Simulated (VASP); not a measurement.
# Pd (Fm-3m) in VASP: a series of runs

The runs below take Pd through single point, with PBEsol.

Everything below comes from runs of VASP 6.6.1. Logs are shortened: lines on timing, memory, paths and dates and some standing lists are left out, and cuts for length are marked.

## 1. The cell of the first run

It takes space group Fm-3m (No. 225, cubic). Conventional cell: a = 3.903 Å, b = 3.903 Å, c = 3.903 Å, α = 90.00°, β = 90.00°, γ = 90.00°. Pd (site symmetry m-3m) has 12 Pd at 2.76 Å within 3.6 Å.

## 2. Single point, PBEsol (volume scaled by 1.01)

Input file INCAR:

```
PREC = Accurate
ENCUT = 520
EDIFF = 1E-6
ISMEAR = -1
SIGMA = 0.05
LREAL = False
LASPH = True
NELM = 100
ALGO = Normal
ISIF = 2
LWAVE = False
LCHARG = False
GGA = PS
NBANDS = 11
```

Input file KPOINTS:

```
Automatic mesh
0
Gamma
  18 18 18
```

Input file POSCAR:

```
Pd
1.0
    0.0000000000      1.9513615093      1.9513615093
    1.9513615093      0.0000000000      1.9513615093
    1.9513615093      1.9513615093      0.0000000000
Pd
1
Direct
    0.0000000000      0.0000000000      0.0000000000
```

Potentials or basis: VASP PAW PBE potentials, release 64 (Pd).

Run with:

```
> cat potpaw_PBE.64/Pd/POTCAR > POTCAR
> mpirun -np 1 vasp_std > vasp.out
```

OUTCAR:

```text
PREC = Accurate
   ENCUT = 520
   EDIFF = 1E-6
   ISMEAR = -1
   LREAL = False
   LASPH = True
   NELM = 100
   ISIF = 2
   GGA = PS

 ion  position               nearest neighbor table
   1  0.000  0.000  0.000-

  LATTYP: Found a face centered cubic cell.
 ALAT       =     3.9027230186

  Lattice vectors:

 A1 = (   0.0000000000,   1.9513615093,   1.9513615093)
 A2 = (   1.9513615093,   0.0000000000,   1.9513615093)
 A3 = (   1.9513615093,   1.9513615093,   0.0000000000)

Analysis of symmetry for initial positions (statically):
=====================================================================
 Subroutine PRICEL returns:
 Original cell was already a primitive cell.

 Routine SETGRP: Setting up the symmetry group for a
 face centered cubic supercell.

 Subroutine GETGRP returns: Found 48 space group operations
 (whereof 48 operations were pure point group operations)
 out of a pool of 48 trial point group operations.

The static configuration has the point symmetry O_h .

Analysis of symmetry for dynamics (positions and initial velocities):
=====================================================================
 Subroutine PRICEL returns:
 Original cell was already a primitive cell.

 Routine SETGRP: Setting up the symmetry group for a
 face centered cubic supercell.

 Subroutine GETGRP returns: Found 48 space group operations
 (whereof 48 operations were pure point group operations)
 out of a pool of 48 trial point group operations.

The dynamic configuration has the point symmetry O_h .

 Subroutine INISYM returns: Found 48 space group operations
 (whereof 48 operations are pure point group operations),
 and found     1 'primitive' translations

----------------------------------------------------------------------------------------

                                     Primitive cell

  volume of cell :      14.8608

  direct lattice vectors                    reciprocal lattice vectors
     0.000000000  1.951361509  1.951361509    -0.256231353  0.256231353  0.256231353
     1.951361509  0.000000000  1.951361509     0.256231353 -0.256231353  0.256231353
     1.951361509  1.951361509  0.000000000     0.256231353  0.256231353 -0.256231353

  length of vectors
     2.759641912  2.759641912  2.759641912     0.443805722  0.443805722  0.443805722

  position of ions in fractional coordinates (direct lattice)
     0.000000000  0.000000000  0.000000000

  ion indices of the primitive-cell ions
   primitive index   ion index
                 1           1

----------------------------------------------------------------------------------------

 KPOINTS: Automatic mesh

Automatic generation of k-mesh.
 Grid dimensions read from file:
 generate k-points for:   18   18   18

 Generating k-lattice:

  Cartesian coordinates                     Fractional coordinates (reciprocal lattice)
    -0.014235075  0.014235075  0.014235075     0.055555556  0.000000000  0.000000000
     0.014235075 -0.014235075  0.014235075     0.000000000  0.055555556  0.000000000
     0.014235075  0.014235075 -0.014235075     0.000000000  0.000000000  0.055555556

  Length of vectors
     0.024655873  0.024655873  0.024655873

  Shift w.r.t. Gamma in fractional coordinates (k-lattice)
     0.000000000  0.000000000  0.000000000

 Subroutine IBZKPT returns following result:
 ===========================================

 Found    195 irreducible k-points:

 Following reciprocal coordinates:
            Coordinates               Weight
  0.000000  0.000000  0.000000      1.000000
  0.055556  0.000000  0.000000      8.000000
  0.111111  0.000000  0.000000      8.000000
  0.166667  0.000000  0.000000      8.000000
  0.222222  0.000000  0.000000      8.000000
  0.277778  0.000000  0.000000      8.000000
[... 16 lines left out ...]
 -0.277778  0.055556  0.000000     24.000000
 -0.222222  0.055556  0.000000     24.000000
 [... further k-points ...]
   k-points           NKPTS =    195   k-points in BZ     NKDIM =    195   number of bands    NBANDS=     11
   number of dos      NEDOS =    301   number of ions     NIONS =      1
   total plane-waves  NPLWV =  13824
   dimension x,y,z NGX =    24 NGY =   24 NGZ =   24
   dimension x,y,z NGXF=    48 NGYF=   48 NGZF=   48
   ions per type =               1
   NGX,Y,Z   is equivalent  to a cutoff of  14.46, 14.46, 14.46 a.u.
   NGXF,Y,Z  is equivalent  to a cutoff of  28.92, 28.92, 28.92 a.u.
 SYSTEM =  unknown system
   PREC   = accura    normal or accurate (medium, high low for compatibility)
   ISTART =      0    job   : 0-new  1-cont  2-samecut
   ICHARG =      2    charge: 1-file 2-atom 10-const
   ISPIN  =      1    spin polarized calculation?
   LNONCOLLINEAR =      F non collinear calculations
   LSORBIT =      F    spin-orbit coupling
   LASPH  =      T    aspherical Exc in radial PAW
   ENCUT  =  520.0 eV  38.22 Ry    6.18 a.u.   5.13  5.13  5.13*2*pi/ulx,y,z
   NELM   =    100;   NELMIN=  2; NELMDL= -5     # of ELM steps
   EDIFF  = 0.1E-05   stopping-criterion for ELM
   LREAL  =      F    real-space projection
   EDIFFG = 0.1E-04   stopping-criterion for IOM
   NSW    =      0    number of steps for IOM
   IBRION =     -1    ionic relax: 0-MD 1-quasi-New 2-CG
   NFREE  =      0    steps in history (QN), initial steepest desc. (CG)
   ISIF   =      2    stress and relaxation
   ISYM   =      2    0-nonsym 1-usesym 2-fastsym
   POTIM  = 0.5000    time-step for ionic-motion
   TEBEG  =    0.0;   TEEND  =   0.0 temperature during run
   PSTRESS=    0.0 pullay stress
   NELECT =      10.0000    total number of electrons
   NUPDOWN=      -1.0000    fix difference up-down
   EMIN   =  10.00;   EMAX   =-10.00  energy-range for DOS
   EFERMI =   0.00;   METHOD = LEGACY
   ISMEAR =    -1;   SIGMA  =   0.05  broadening in eV -4-tet -1-fermi 0-gaus
   EFERMI_NEDOS =   21; number of points for ismear=-14 and -15
   IALGO  =     38    algorithm
   IMIX   =      4    mixing-type and parameters
     AMIX     =   0.40;   BMIX     =  1.00
     AMIX_MAG =   1.60;   BMIX_MAG =  1.00
  volume/ion in A,a.u.               =      14.86       100.29
  Fermi-wavevector in a.u.,A,eV,Ry     =   1.434588  2.710978 28.001359  2.058042
  Thomas-Fermi vector in A             =   2.553980
   LORBIT       =      0    0 simple, 1 ext, 2 COOP (PROOUT), +10 PAW based schemes
   GGA     = PS    functional components
   LHFCALC =     F    Hartree Fock is set to
   AEXX    =    0.0000 exact exchange contribution
   IVDW    =     0    specifies the selected vdW correction
   LEPSILON=     F    determine dielectric tensor
   LRPA    =     F    only Hartree local field effects (RPA)
 non-spin polarized calculation
  energy-cutoff  :      520.00
  volume of cell :       14.86
 maximum number of plane-waves:       411
 NGX is ok and might be reduce to    24
   NGX = 11   NGY = 11   NGZ = 11

 number of electron      10.0000000 magnetization

 number of electron       9.9999998 magnetization

 Free energy of the ion-electron system (eV)
  ---------------------------------------------------
  ext. energy  EPLUGINS =         0.00000000
  ---------------------------------------------------
  free energy    TOTEN  =        -5.96855253 eV

  energy without entropy =       -5.95018925  energy(sigma->0) =       -5.95937089

 E-fermi :   9.4988     XC(G=0): -13.3338

 val. band max:        9.4974459499   @ k =   0.4444   0.1667   0.0000
 cond. band min:       9.5017212894   @ k =  -0.3889   0.3889   0.0556
 fundamental gap:      0.0042753395
 Fermi energy:         9.4988242975

 k-point     1 :       0.0000    0.0000    0.0000
  band No.  band energies     occupation
      1       2.3126      2.00000
      2       6.6736      2.00000
      3       6.6736      2.00000
      4       6.6736      2.00000
      5       8.2863      2.00000
      6       8.2863      2.00000
      7      26.6175      0.00000
      8      31.3444      0.00000
      9      31.3444      0.00000
     10      31.3444      0.00000
     11      35.6081      0.00000

 k-point     2 :       0.0556    0.0000    0.0000
  band No.  band energies     occupation
      1       2.4243      2.00000
      2       6.6334      2.00000
      3       6.7126      2.00000
      4       6.7126      2.00000
      5       8.2674      2.00000
      6       8.2674      2.00000
      7      26.7361      0.00000
      8      30.5827      0.00000
      9      31.4716      0.00000
     10      31.4716      0.00000
     11      35.6718      0.00000

 k-point     3 :       0.1111    0.0000    0.0000
  band No.  band energies     occupation
      1       2.7477      2.00000
      2       6.5328      2.00000
      3       6.8146      2.00000
      4       6.8146      2.00000
      5       8.2276      2.00000
      6       8.2276      2.00000
      7      26.9960      0.00000
      8      29.0471      0.00000
      9      31.8320      0.00000
     10      31.8320      0.00000
     11      35.7088      0.00000

 k-point     4 :       0.1667    0.0000    0.0000
  band No.  band energies     occupation
      1       3.2371      2.00000
      2       6.4369      2.00000
      3       6.9292      2.00000
      4       6.9292      2.00000
      5       8.2213      2.00000
      6       8.2213      2.00000
      7      26.6348      0.00000
      8      27.9102      0.00000
      9      32.3527      0.00000
     10      32.3527      0.00000
     11      35.5822      0.00000
[... 239 lines left out ...]
 k-point    22 :      -0.3333    0.0556    0.0000
  band No.  band energies     occupation
      1       4.3840      2.00000
      2       6.7625      2.00000
      3       6.8453      2.00000
      4       7.7667      2.00000
      5       8.8017      2.00000
      6       9.5139      0.85020
      7      20.2110      0.00000
      8      26.7395      0.00000
      9      30.4353      0.00000
     10      32.5052      0.00000
     11      35.4050      0.00000

 k-point    23 :      -0.2778    0.0556    0.0000
  band No.  band energies     occupation
      1       4.3286      2.00000
      2       6.8133      2.00000
      3       6.9560      2.00000
      4       7.0216      2.00000
      5       8.4490      2.00000
      6       9.0460      1.99977
      7      22.2452      0.00000
      8      27.2421      0.00000
      9      31.0643      0.00000
     10      33.9536      0.00000
     11      34.4895      0.00000

 k-point    24 :      -0.2222    0.0556    0.0000
  band No.  band energies     occupation
      1       4.0293      2.00000
      2       6.4398      2.00000
      3       6.9976      2.00000
      4       7.0330      2.00000
      5       8.1644      2.00000
      6       8.6850      2.00000
      7      24.2919      0.00000
      8      27.6491      0.00000
      9      31.5304      0.00000
     10      33.9261      0.00000
     11      34.3124      0.00000

 [... further k-points ...]
[... 5 lines left out ...]
  --------------------------------------------------------------------------------------
  -------------------------------------------------------------------------------------
  Total       -0.4062101     -0.4062101     -0.4062101      0.0000000      0.0000000     -0.0000000
  in kB      -43.7943560    -43.7943560    -43.7943560      0.0000000      0.0000000     -0.0000000
  external PRESSURE =     -43.7943560 kB  Pullay stress =       0.0000000 kB

 VOLUME and BASIS-vectors are now :
 -----------------------------------------------------------------------------
  energy-cutoff  :      520.00
  volume of cell :       14.86
      direct lattice vectors                 reciprocal lattice vectors
     0.000000000  1.951361509  1.951361509    -0.256231353  0.256231353  0.256231353
     1.951361509  0.000000000  1.951361509     0.256231353 -0.256231353  0.256231353
     1.951361509  1.951361509  0.000000000     0.256231353  0.256231353 -0.256231353

 POSITION                                       TOTAL-FORCE (eV/Angst)
 -----------------------------------------------------------------------------------
      0.00000      0.00000      0.00000         0.000000      0.000000      0.000000
 -----------------------------------------------------------------------------------
    total drift:                               -0.000000      0.000000     -0.000000

  FREE ENERGIE OF THE ION-ELECTRON SYSTEM (eV)
  ---------------------------------------------------
  free  energy   TOTEN  =        -5.9685525316 eV

  energy  without entropy=       -5.9501892485  energy(sigma->0) =       -5.95937089
```

Wall time 9.5 s (1 thread of Intel Xeon 6975P-C (Granite Rapids), shared host); peak memory 0.16 GiB.

Results:

| Property | Result |
| --- | --- |
| Free energy | -5.9686 eV |
| Pressure | -4.4 GPa |
| Band gap on the k mesh | zero (band 5 reaches 9.79 eV, above the bottom of band 6 at 8.22 eV) |

Levels at points of the mesh, in eV from the Fermi level:
```tsv
k point	band 3	band 4	band 5	band 6	band 7	band 8
(0.00, 0.00, 0.00)	-2.83	-2.83	-1.21	-1.21	17.12	21.85
(0.50, 0.00, 0.00)	-2.87	-0.02	-0.02	0.93	7.20	16.47
(0.50, 0.50, 0.00)	-0.05	0.28	0.28	3.25	10.63	13.07
```

Caveat: the PAW data sets were made with another functional, which shifts forces and pressure a little.

## 3. Single point, PBEsol (volume scaled by 1.04)

Input file INCAR:

```
PREC     = Accurate       # precision mode
ENCUT    = 520            # plane-wave cutoff, eV
EDIFF    = 1E-7           # SCF threshold, eV
ISMEAR   = -1             # smearing method
SIGMA    = 0.05           # smearing width, eV
LREAL    = F              # projectors in reciprocal space
LASPH    = T              # aspherical terms in the spheres
NELM     = 60             # most SCF steps
ALGO     = Normal         # electronic algorithm
ISIF     = 2              # what is computed and relaxed
LWAVE    = F              # write WAVECAR
LCHARG   = F              # write CHGCAR
GGA      = PS             # functional
NBANDS   = 11             # bands
```

Input file KPOINTS:

```
regular mesh
0
Gamma
  18 18 18
```

Input file POSCAR:

```
Pd
1.0
    0.0000000000      1.9704937245      1.9704937245
    1.9704937245      0.0000000000      1.9704937245
    1.9704937245      1.9704937245      0.0000000000
Pd
1
Direct
    0.0000000000      0.0000000000      0.0000000000
```

Potentials or basis: VASP PAW PBE potentials, release 64 (Pd).

Run with:

```
> cat potpaw_PBE.64/Pd/POTCAR > POTCAR
> mpirun -np 1 vasp_std > vasp.out
```

OUTCAR:

```text
PREC = Accurate
   ENCUT = 520
   EDIFF = 1E-7
   ISMEAR = -1
   LREAL = F
   LASPH = T
   NELM = 60
   ISIF = 2
   GGA = PS

 ion  position               nearest neighbor table
   1  0.000  0.000  0.000-

  LATTYP: Found a face centered cubic cell.
 ALAT       =     3.9409874490

  Lattice vectors:

 A1 = (   0.0000000000,   1.9704937245,   1.9704937245)
 A2 = (   1.9704937245,   0.0000000000,   1.9704937245)
 A3 = (   1.9704937245,   1.9704937245,   0.0000000000)

Analysis of symmetry for initial positions (statically):
[... 504 lines left out ...]
      3       6.6309      2.00000
      4       6.6643      2.00000
      5       7.7440      2.00000
      6       8.2392      2.00000
      7      23.5623      0.00000
      8      27.0563      0.00000
      9      30.6951      0.00000
     10      33.1641      0.00000
     11      33.4832      0.00000

 [... further k-points ...]
[... 5 lines left out ...]
  --------------------------------------------------------------------------------------
  -------------------------------------------------------------------------------------
  Total       -0.8830240     -0.8830240     -0.8830240      0.0000000      0.0000000     -0.0000000
  in kB      -92.4544713    -92.4544713    -92.4544713      0.0000000      0.0000000     -0.0000000
  external PRESSURE =     -92.4544713 kB  Pullay stress =       0.0000000 kB

 VOLUME and BASIS-vectors are now :
 -----------------------------------------------------------------------------
  energy-cutoff  :      520.00
  volume of cell :       15.30
      direct lattice vectors                 reciprocal lattice vectors
     0.000000000  1.970493725  1.970493725    -0.253743513  0.253743513  0.253743513
     1.970493725  0.000000000  1.970493725     0.253743513 -0.253743513  0.253743513
     1.970493725  1.970493725  0.000000000     0.253743513  0.253743513 -0.253743513

 POSITION                                       TOTAL-FORCE (eV/Angst)
 -----------------------------------------------------------------------------------
      0.00000      0.00000      0.00000         0.000000      0.000000      0.000000
 -----------------------------------------------------------------------------------
    total drift:                               -0.000000      0.000000      0.000000

  FREE ENERGIE OF THE ION-ELECTRON SYSTEM (eV)
  ---------------------------------------------------
  free  energy   TOTEN  =        -5.9498350268 eV

  energy  without entropy=       -5.9307250786  energy(sigma->0) =       -5.94028005
```

It took 9.9 s on 1 thread of Intel Xeon 6975P-C (Granite Rapids), shared host; peak memory 0.16 GiB.

What came out:

* Free energy: -5.9498 eV
* Pressure: -9.2 GPa
* Band gap on the k mesh: zero (band 5 reaches 9.28 eV, above the bottom of band 6 at 7.80 eV)

Levels at points of the mesh, in eV from the Fermi level:
```csv
k point,band 2,band 3,band 4,band 5,band 6,band 7,band 8,band 9
"(0.00, 0.00, 0.00)",-2.69,-2.69,-2.69,-1.16,-1.16,17.10,21.66,21.66
"(0.50, 0.00, 0.00)",-2.73,-2.73,-0.02,-0.02,1.00,6.97,16.45,20.64
"(0.50, 0.50, 0.00)",-4.85,-0.05,0.27,0.27,3.25,10.33,12.91,12.91
```

Caveat: the PAW data sets were made with another functional, which shifts forces and pressure a little.

(Continued in part 2 of 2.)
